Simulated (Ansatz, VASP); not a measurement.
**One calculation of PbO, two programs**

The input INCAR:

```
SYSTEM = PbO
ALGO = Normal
EDIFF = 1E-6
EDIFFG = -0.01
ENCUT = 600
GGA = PS
IBRION = 2
ISIF = 3
ISMEAR = -1
LASPH = .TRUE.
LCHARG = .FALSE.
LREAL = .FALSE.
LWAVE = .FALSE.
NELM = 80
NSW = 80
PREC = Accurate
SIGMA = 0.02
```

File KPOINTS:

```
k-points
0
G
  8 8 6
  0 0 0
```

File POSCAR:

```
PbO
1.0
    3.9900000000      0.0000000000      0.0000000000
    0.0000000000      3.9900000000      0.0000000000
    0.0000000000      0.0000000000      5.0100000000
Pb O
2 2
Direct
    0.0000000000      0.5000000000      0.2400000000
    0.5000000000      0.0000000000      0.7600000000
    0.0000000000      0.0000000000      0.0000000000
    0.5000000000      0.5000000000      0.0000000000
```

Input for Ansatz:

```yaml
crystal:
  lattice:
    - [3.99, 0.0, 0.0]
    - [0.0, 3.99, 0.0]
    - [0.0, 0.0, 5.01]
  atoms:
    - { symbol: Pb, position: [0.0, 0.5, 0.24] }
    - { symbol: Pb, position: [0.5, 0.0, 0.76] }
    - { symbol: O, position: [0.0, 0.0, 0.0] }
    - { symbol: O, position: [0.5, 0.5, 0.0] }
  symmetry: { tolerance: 0.0003 }
hamiltonian:
  xc: pbesol
  pseudopotentials: { kind: paw, azcp: { folder: soft_1 } }
basis:
  ecutwfc: 420
magnetization:
  spin_polarized: false
scf:
  occupations: { method: fermi_dirac, width: 0.02 }
kpoints:
  mp_grid: { grid: [8, 8, 6], shift: [0, 0, 0] }
output:
  forces: true
  stress: true
  eigenvalues: true
relax:
  max_steps: 60
  cell: {}
```

Alike in both runs: task relaxation of cell and atoms; functional PBEsol; k mesh 8 × 8 × 6; occupations fermi-dirac, width 0.02 eV; no spin polarisation.

|  | VASP | Ansatz |
| --- | --- | --- |
| version | VASP 6.6.1 | Ansatz 0.2.0 |
| potentials or method | VASP PAW PBE potentials, release 64 (Pb_d, O), cutoff 600 eV | PAW plane waves |
| valence electrons in the cell | 40 | 40 |

|  | VASP | Ansatz | Ansatz less VASP |
| --- | --- | --- | --- |
| gap on the k mesh at the Fermi level, each at its own relaxed structure (eV) | 1.20 | 1.24 | +0.037 |
| relaxed volume (Å³/atom) | 20.08 | 20.20 | +0.122 |
| relaxed length of the cell vector where the two differ most in proportion (Å) | 5.049 | 5.081 | +0.0325 |

VASP's potentials were made for PBE, not for PBEsol, and Ansatz warns of the same on its side.

Neither program's run includes spin-orbit coupling.
